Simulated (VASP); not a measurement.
# WC (P-6m2) in VASP: notebook, part 2 of 2

VASP 6.6.1. Earlier steps stand in the parts before.

## 4. Single point, PBEsol (strain +0.040 along x and y, +0.000 along z)

Contents of INCAR:

```
SYSTEM = WC
PREC = Accurate
ENCUT = 520
EDIFF = 1E-6
ISMEAR = 0
SIGMA = 0.15
LREAL = .False.
LASPH = .True.
NELM = 100
ALGO = Normal
ISIF = 2
LWAVE = .False.
LCHARG = .False.
GGA = PS
NBANDS = 16
```

Contents of KPOINTS:

```
regular mesh
0
Gamma
  24 24 22
  0 0 0
```

Contents of POSCAR:

```
WC
1.0
    3.0143502137      0.0000000000      0.0000000000
   -1.5071751068      2.6105038610      0.0000000000
    0.0000000000      0.0000000000      2.8276119036
W C
1 1
Direct
    0.0000000000      0.0000000000      0.0000000000
    0.6666666667      0.3333333333      0.5000000000
```

Potentials or basis: VASP PAW PBE potentials, release 64 (W_sv, C).

Started as:

```bash
$ cat potpaw_PBE.64/W_sv/POTCAR potpaw_PBE.64/C/POTCAR > POTCAR
$ mpirun -np 1 vasp_std > vasp.out
```

OUTCAR:

```text
SYSTEM = WC
   PREC = Accurate
   ENCUT = 520
   EDIFF = 1E-6
   ISMEAR = 0
   LREAL = .False.
   LASPH = .True.
   NELM = 100
   ISIF = 2
   GGA = PS

 ion  position               nearest neighbor table
   1  0.000  0.000  0.000-   2 2.24   2 2.24   2 2.24   2 2.24   2 2.24   2 2.24
   2  0.667  0.333  0.500-   1 2.24   1 2.24   1 2.24   1 2.24   1 2.24   1 2.24

  LATTYP: Found a hexagonal cell.
 ALAT       =     3.0143502137
 C/A-ratio  =     0.9380502275

  Lattice vectors:

 A1 = (   3.0143502137,   0.0000000000,   0.0000000000)
 A2 = (  -1.5071751068,   2.6105038610,   0.0000000000)
 A3 = (   0.0000000000,   0.0000000000,   2.8276119036)

Analysis of symmetry for initial positions (statically):
=====================================================================
 Subroutine PRICEL returns:
 Original cell was already a primitive cell.

 Routine SETGRP: Setting up the symmetry group for a
 hexagonal supercell.

 Subroutine GETGRP returns: Found 12 space group operations
 (whereof 12 operations were pure point group operations)
 out of a pool of 24 trial point group operations.

The static configuration has the point symmetry D_3h.

Analysis of symmetry for dynamics (positions and initial velocities):
=====================================================================
 Subroutine PRICEL returns:
 Original cell was already a primitive cell.

 Routine SETGRP: Setting up the symmetry group for a
 hexagonal supercell.

 Subroutine GETGRP returns: Found 12 space group operations
 (whereof 12 operations were pure point group operations)
 out of a pool of 24 trial point group operations.

The dynamic configuration has the point symmetry D_3h.

 Subroutine INISYM returns: Found 12 space group operations
 (whereof 12 operations are pure point group operations),
 and found     1 'primitive' translations

----------------------------------------------------------------------------------------

                                     Primitive cell

  volume of cell :      22.2504

  direct lattice vectors                    reciprocal lattice vectors
     3.014350214  0.000000000  0.000000000     0.331746456  0.191533906  0.000000000
    -1.507175107  2.610503861  0.000000000     0.000000000  0.383067811  0.000000000
     0.000000000  0.000000000  2.827611904     0.000000000  0.000000000  0.353655323

  length of vectors
     3.014350214  3.014350214  2.827611904     0.383067811  0.383067811  0.353655323

  position of ions in fractional coordinates (direct lattice)
     0.000000000  0.000000000  0.000000000
     0.666666667  0.333333333  0.500000000

  ion indices of the primitive-cell ions
   primitive index   ion index
                 1           1
                 2           2

----------------------------------------------------------------------------------------

 KPOINTS: regular mesh

Automatic generation of k-mesh.
 Grid dimensions read from file:
 generate k-points for:   24   24   22

 Generating k-lattice:

  Cartesian coordinates                     Fractional coordinates (reciprocal lattice)
     0.013822769  0.007980579  0.000000000     0.041666667  0.000000000  0.000000000
     0.000000000  0.015961159  0.000000000     0.000000000  0.041666667  0.000000000
     0.000000000  0.000000000  0.016075242     0.000000000  0.000000000  0.045454545

  Length of vectors
     0.015961159  0.015961159  0.016075242

  Shift w.r.t. Gamma in fractional coordinates (k-lattice)
     0.000000000  0.000000000  0.000000000

 Subroutine IBZKPT returns following result:
 ===========================================

 Found    732 irreducible k-points:

 Following reciprocal coordinates:
            Coordinates               Weight
  0.000000  0.000000  0.000000      1.000000
  0.041667  0.000000  0.000000      6.000000
  0.083333  0.000000  0.000000      6.000000
  0.125000  0.000000  0.000000      6.000000
  0.166667  0.000000  0.000000      6.000000
  0.208333  0.000000  0.000000      6.000000
[... 16 lines left out ...]
  0.416667  0.041667  0.000000     12.000000
  0.458333  0.041667  0.000000     12.000000
 [... further k-points ...]
   k-points           NKPTS =    732   k-points in BZ     NKDIM =    732   number of bands    NBANDS=     16
   number of dos      NEDOS =    301   number of ions     NIONS =      2
   total plane-waves  NPLWV =  13824
   dimension x,y,z NGX =    24 NGY =   24 NGZ =   24
   dimension x,y,z NGXF=    48 NGYF=   48 NGZF=   48
   ions per type =               1   1
   NGX,Y,Z   is equivalent  to a cutoff of  13.24, 13.24, 14.11 a.u.
   NGXF,Y,Z  is equivalent  to a cutoff of  26.47, 26.47, 28.22 a.u.
 SYSTEM =  WC
   PREC   = accura    normal or accurate (medium, high low for compatibility)
   ISTART =      0    job   : 0-new  1-cont  2-samecut
   ICHARG =      2    charge: 1-file 2-atom 10-const
   ISPIN  =      1    spin polarized calculation?
   LNONCOLLINEAR =      F non collinear calculations
   LSORBIT =      F    spin-orbit coupling
   LASPH  =      T    aspherical Exc in radial PAW
   ENCUT  =  520.0 eV  38.22 Ry    6.18 a.u.   5.60  5.60  5.26*2*pi/ulx,y,z
   NELM   =    100;   NELMIN=  2; NELMDL= -5     # of ELM steps
   EDIFF  = 0.1E-05   stopping-criterion for ELM
   LREAL  =      F    real-space projection
   EDIFFG = 0.1E-04   stopping-criterion for IOM
   NSW    =      0    number of steps for IOM
   IBRION =     -1    ionic relax: 0-MD 1-quasi-New 2-CG
   NFREE  =      0    steps in history (QN), initial steepest desc. (CG)
   ISIF   =      2    stress and relaxation
   ISYM   =      2    0-nonsym 1-usesym 2-fastsym
   POTIM  = 0.5000    time-step for ionic-motion
   TEBEG  =    0.0;   TEEND  =   0.0 temperature during run
   PSTRESS=    0.0 pullay stress
   NELECT =      18.0000    total number of electrons
   NUPDOWN=      -1.0000    fix difference up-down
   EMIN   =  10.00;   EMAX   =-10.00  energy-range for DOS
   EFERMI =   0.00;   METHOD = LEGACY
   ISMEAR =     0;   SIGMA  =   0.15  broadening in eV -4-tet -1-fermi 0-gaus
   EFERMI_NEDOS =   21; number of points for ismear=-14 and -15
   IALGO  =     38    algorithm
   IMIX   =      4    mixing-type and parameters
     AMIX     =   0.40;   BMIX     =  1.00
     AMIX_MAG =   1.60;   BMIX_MAG =  1.00
  volume/ion in A,a.u.               =      11.13        75.08
  Fermi-wavevector in a.u.,A,eV,Ry     =   1.525409  2.882606 31.659035  2.326873
  Thomas-Fermi vector in A             =   2.633583
   LORBIT       =      0    0 simple, 1 ext, 2 COOP (PROOUT), +10 PAW based schemes
   GGA     = PS    functional components
   LHFCALC =     F    Hartree Fock is set to
   AEXX    =    0.0000 exact exchange contribution
   IVDW    =     0    specifies the selected vdW correction
   LEPSILON=     F    determine dielectric tensor
   LRPA    =     F    only Hartree local field effects (RPA)
 non-spin polarized calculation
 Gauss-broadening in eV      SIGMA  =   0.15
  energy-cutoff  :      520.00
  volume of cell :       22.25
 maximum number of plane-waves:       616
 NGX is ok and might be reduce to    24
   NGX = 11   NGY = 11   NGZ = 11

 number of electron      17.9999997 magnetization

 Free energy of the ion-electron system (eV)
  ---------------------------------------------------
  ext. energy  EPLUGINS =         0.00000000
  ---------------------------------------------------
  free energy    TOTEN  =       -23.73284183 eV

  energy without entropy =      -23.72911446  energy(sigma->0) =      -23.73097815

 E-fermi :   9.9890     XC(G=0): -13.5358

 val. band max:        9.9855791762   @ k =   0.3750   0.2500   0.0455
 cond. band min:       9.9900742696   @ k =   0.0833   0.0417   0.3182
 fundamental gap:      0.0044950934
 Fermi energy:         9.9890358884

 k-point     1 :       0.0000    0.0000    0.0000
  band No.  band energies     occupation
      1     -64.1063      2.00000
      2     -28.0537      2.00000
      3     -28.0537      2.00000
      4     -28.0117      2.00000
      5      -3.9521      2.00000
      6       6.0492      2.00000
[... 8 lines left out ...]
     15      23.8504      0.00000
     16      25.7442      0.00000
[... 419 lines left out ...]
 k-point    24 :       0.4583    0.0417    0.0000
  band No.  band energies     occupation
      1     -64.0709      2.00000
      2     -28.6160      2.00000
      3     -28.1940      2.00000
      4     -27.9395      2.00000
      5      -0.9221      2.00000
      6       3.2068      2.00000
[... 8 lines left out ...]
     15      22.0915      0.00000
     16      26.7341      0.00000

 [... further k-points ...]

------------------------ aborting loop because EDIFF is reached ----------------------------------------

  FORCE on cell =-STRESS in cart. coord.  units (eV):
  Direction    XX          YY          ZZ          XY          YZ          ZX
  --------------------------------------------------------------------------------------
  -------------------------------------------------------------------------------------
  Total       -4.3309457     -4.3309457     -1.5394311     -0.0000000      0.0000000      0.0000000
  in kB     -311.8569842   -311.8569842   -110.8493092     -0.0000000      0.0000000      0.0000000
  external PRESSURE =    -244.8544259 kB  Pullay stress =       0.0000000 kB

 VOLUME and BASIS-vectors are now :
 -----------------------------------------------------------------------------
  energy-cutoff  :      520.00
  volume of cell :       22.25
      direct lattice vectors                 reciprocal lattice vectors
     3.014350214  0.000000000  0.000000000     0.331746456  0.191533906  0.000000000
    -1.507175107  2.610503861  0.000000000     0.000000000  0.383067811  0.000000000
     0.000000000  0.000000000  2.827611904     0.000000000  0.000000000  0.353655323

 POSITION                                       TOTAL-FORCE (eV/Angst)
 -----------------------------------------------------------------------------------
      0.00000      0.00000      0.00000        -0.000000     -0.000000      0.000000
      1.50718      0.87017      1.41381         0.000000      0.000000      0.000000
 -----------------------------------------------------------------------------------
    total drift:                               -0.000000      0.000000      0.000000

  FREE ENERGIE OF THE ION-ELECTRON SYSTEM (eV)
  ---------------------------------------------------
  free  energy   TOTEN  =       -23.7328418333 eV

  energy  without entropy=      -23.7291144597  energy(sigma->0) =      -23.73097815
```

Run time: 73 s. Hardware: 1 thread of Intel Xeon 6975P-C (Granite Rapids), shared host; peak memory 0.35 GiB.

Results:

```
Free energy            : -23.7328 eV
Pressure               : -24.5 GPa
Band gap on the k mesh : zero (bands 9 and 10 overlap by 1.35 eV)
```

Stress tensor (GPa, compression positive):
```
-31.19   0.00   0.00
  0.00 -31.19   0.00
  0.00   0.00 -11.08
```

Caveat: the cell differs from its parent crystal (strain +0.040 along x and y, +0.000 along z); the stress differs along the axes, from -31 to -11 GPa; the PAW data sets were made with another functional, which shifts forces and pressure a little; spin-orbit coupling is left out, which moves the levels of the heavy elements.

## 5. Single point, PBEsol (strain +0.080 along x and y, -0.040 along z)

Contents of INCAR:

```
SYSTEM = WC
PREC     = Accurate       ! precision mode
ENCUT    = 520            ! plane-wave cutoff, eV
EDIFF    = 1E-6           ! SCF threshold, eV
ISMEAR   = 0              ! smearing method
SIGMA    = 0.15           ! smearing width, eV
LREAL    = .FALSE.        ! projectors in reciprocal space
LASPH    = .TRUE.         ! aspherical terms in the spheres
NELM     = 60             ! most SCF steps
ALGO     = Normal         ! electronic algorithm
ISIF     = 2              ! what is computed and relaxed
LWAVE    = .FALSE.        ! write WAVECAR
LCHARG   = .FALSE.        ! write CHGCAR
GGA      = PS             ! functional
NBANDS   = 16             ! bands
```

Contents of KPOINTS:

```
Automatic mesh
0
G
  24 24 22
  0 0 0
```

Contents of POSCAR:

```
WC
1.0
    3.1302867604      0.0000000000      0.0000000000
   -1.5651433802      2.7109078556      0.0000000000
    0.0000000000      0.0000000000      2.7145074275
W C
1 1
Direct
    0.0000000000      0.0000000000      0.0000000000
    0.6666666667      0.3333333333      0.5000000000
```

Potentials or basis: VASP PAW PBE potentials, release 64 (W_sv, C).

Started as:

```bash
$ cat potpaw_PBE.64/W_sv/POTCAR potpaw_PBE.64/C/POTCAR > POTCAR
$ mpirun -np 1 vasp_std > vasp.out
```

OUTCAR:

```text
SYSTEM = WC
   PREC = Accurate
   ENCUT = 520
   EDIFF = 1E-6
   ISMEAR = 0
   LREAL = .FALSE.
   LASPH = .TRUE.
   NELM = 60
   ISIF = 2
   GGA = PS

 ion  position               nearest neighbor table
   1  0.000  0.000  0.000-   2 2.26   2 2.26   2 2.26   2 2.26   2 2.26   2 2.26
   2  0.667  0.333  0.500-   1 2.26   1 2.26   1 2.26   1 2.26   1 2.26   1 2.26

  LATTYP: Found a hexagonal cell.
 ALAT       =     3.1302867604
 C/A-ratio  =     0.8671753214

  Lattice vectors:

 A1 = (   3.1302867604,   0.0000000000,   0.0000000000)
 A2 = (  -1.5651433802,   2.7109078556,   0.0000000000)
 A3 = (   0.0000000000,   0.0000000000,   2.7145074275)

Analysis of symmetry for initial positions (statically):
=====================================================================
 Subroutine PRICEL returns:
 Original cell was already a primitive cell.

 Routine SETGRP: Setting up the symmetry group for a
 hexagonal supercell.

 Subroutine GETGRP returns: Found 12 space group operations
 (whereof 12 operations were pure point group operations)
 out of a pool of 24 trial point group operations.

The static configuration has the point symmetry D_3h.
[... 161 lines left out ...]

 E-fermi :   9.6276     XC(G=0): -13.3228

 val. band max:        9.6186265638   @ k =   0.0833   0.0417   0.2727
 cond. band min:       9.6289268617   @ k =   0.0833   0.0417   0.0909
 fundamental gap:      0.0103002979
 Fermi energy:         9.6275608748

 k-point     1 :       0.0000    0.0000    0.0000
  band No.  band energies     occupation
      1     -64.5817      2.00000
      2     -28.6161      2.00000
      3     -28.6161      2.00000
      4     -28.3021      2.00000
      5      -4.1939      2.00000
      6       5.6832      2.00000
[... 433 lines left out ...]
      3     -28.7153      2.00000
      4     -28.2579      2.00000
      5      -1.5106      2.00000
      6       2.7745      2.00000
[... 8 lines left out ...]
     15      21.3064      0.00000
     16      25.3485      0.00000

 [... further k-points ...]

------------------------ aborting loop because EDIFF is reached ----------------------------------------

  FORCE on cell =-STRESS in cart. coord.  units (eV):
  Direction    XX          YY          ZZ          XY          YZ          ZX
  --------------------------------------------------------------------------------------
  -------------------------------------------------------------------------------------
  Total       -7.0593773     -7.0593773      2.0445337      0.0000000     -0.0000000     -0.0000000
  in kB     -491.0062977   -491.0062977    142.2050214      0.0000000     -0.0000000     -0.0000000
  external PRESSURE =    -279.9358580 kB  Pullay stress =       0.0000000 kB

 VOLUME and BASIS-vectors are now :
 -----------------------------------------------------------------------------
  energy-cutoff  :      520.00
  volume of cell :       23.04
      direct lattice vectors                 reciprocal lattice vectors
     3.130286760  0.000000000  0.000000000     0.319459550  0.184440057  0.000000000
    -1.565143380  2.710907856  0.000000000     0.000000000  0.368880114  0.000000000
     0.000000000  0.000000000  2.714507428     0.000000000  0.000000000  0.368390961

 POSITION                                       TOTAL-FORCE (eV/Angst)
 -----------------------------------------------------------------------------------
      0.00000      0.00000      0.00000         0.000000     -0.000000      0.000000
      1.56514      0.90364      1.35725        -0.000000      0.000000      0.000000
 -----------------------------------------------------------------------------------
    total drift:                               -0.000000      0.000000      0.000000

  FREE ENERGIE OF THE ION-ELECTRON SYSTEM (eV)
  ---------------------------------------------------
  free  energy   TOTEN  =       -23.2893810357 eV

  energy  without entropy=      -23.2841564509  energy(sigma->0) =      -23.28676874
```

OSZICAR:

```text
N       E                     dE             d eps       ncg     rms          rms(c)
DAV:   1     0.110360190646E+03    0.11036E+03   -0.93811E+03 23448   0.123E+03
DAV:   2    -0.228513750985E+02   -0.13321E+03   -0.12860E+03 28272   0.333E+02
DAV:   3    -0.262055105897E+02   -0.33541E+01   -0.33399E+01 25624   0.501E+01
DAV:   4    -0.262252192274E+02   -0.19709E-01   -0.19707E-01 30752   0.436E+00
DAV:   5    -0.262253816314E+02   -0.16240E-03   -0.16240E-03 25744   0.377E-01    0.275E+01
DAV:   6    -0.234475312623E+02    0.27779E+01   -0.61765E+00 28256   0.251E+01    0.681E+00
DAV:   7    -0.233274330257E+02    0.12010E+00   -0.50619E-01 24976   0.551E+00    0.535E+00
DAV:   8    -0.232909727786E+02    0.36460E-01   -0.10496E-01 26456   0.261E+00    0.786E-01
DAV:   9    -0.232895920261E+02    0.13808E-02   -0.39912E-03 25592   0.517E-01    0.139E-01
DAV:  10    -0.232893799467E+02    0.21208E-03   -0.38119E-04 29704   0.219E-01    0.438E-02
DAV:  11    -0.232893815967E+02   -0.16500E-05   -0.13873E-05 26072   0.347E-02    0.898E-03
DAV:  12    -0.232893810357E+02    0.56100E-06   -0.26423E-06 26104   0.132E-02
   1 F= -.23289381E+02 E0= -.23286769E+02  d E =-.522458E-02
```

It took 58 s on 1 thread of Intel Xeon 6975P-C (Granite Rapids), shared host; peak memory 0.36 GiB.

What came out:

| Property | Result |
| --- | --- |
| Free energy | -23.2894 eV |
| Pressure | -28.0 GPa |
| Band gap on the k mesh | zero (bands 9 and 10 overlap by 1.75 eV) |

Stress tensor (GPa, compression positive):
```
-49.10   0.00   0.00
  0.00 -49.10   0.00
  0.00   0.00  14.22
```

Levels at points of the mesh, in eV from the Fermi level:
| k point | band 7 | band 8 | band 9 | band 10 | band 11 | band 12 |
| --- | --- | --- | --- | --- | --- | --- |
| (0.00, 0.00, 0.00) | -3.78 | -3.78 | 1.20 | 3.06 | 3.06 | 4.69 |
| (0.50, 0.00, 0.00) | -3.39 | -1.93 | -1.23 | 2.53 | 2.93 | 3.22 |
| (0.00, 0.00, 0.50) | -2.82 | -2.82 | -0.46 | -0.46 | 3.61 | 3.61 |
| (0.50, 0.00, 0.50) | -4.63 | -3.74 | 0.33 | 3.16 | 4.70 | 5.44 |

Caveat: the cell differs from its parent crystal (strain +0.080 along x and y, -0.040 along z); the stress differs along the axes, from -49 to 14 GPa; the PAW data sets were made with another functional, which shifts forces and pressure a little; spin-orbit coupling is left out, which moves the levels of the heavy elements.

## 6. Summary

| cell | gap on the mesh (eV) | pressure (GPa) |
| --- | --- | --- |
| a = 3.130, b = 3.130, c = 3.054 Å, angles 90.0, 90.0, 120.0°, 2 atoms | none | -57.0 |
| a = 2.898, b = 2.898, c = 3.054 Å, angles 90.0, 90.0, 120.0°, 2 atoms | none | -27.0 |
| a = 3.014, b = 3.014, c = 2.828 Å, angles 90.0, 90.0, 120.0°, 2 atoms | none | -24.5 |
| a = 3.130, b = 3.130, c = 2.715 Å, angles 90.0, 90.0, 120.0°, 2 atoms | none | -28.0 |

Alike in all rows: task single point; level PBEsol; potentials or basis VASP PAW PBE potentials, release 64 (W_sv, C); no spin polarisation; k mesh 24 × 24 × 22; cutoff (eV) 520; smearing gaussian 0.15 eV.

Caveats: the PAW data sets were made with another functional, which shifts forces and pressure a little; spin-orbit coupling is left out, which moves the levels of the heavy elements; the stress differs along the axes, from -64 to -54 GPa (at least some runs); the stress differs along the axes, from -60 to -10 GPa (at least some runs); the stress differs along the axes, from -31 to -11 GPa (at least some runs); the stress differs along the axes, from -49 to 14 GPa (at least some runs).

Absolute energies hang on the potentials; compare differences alone.
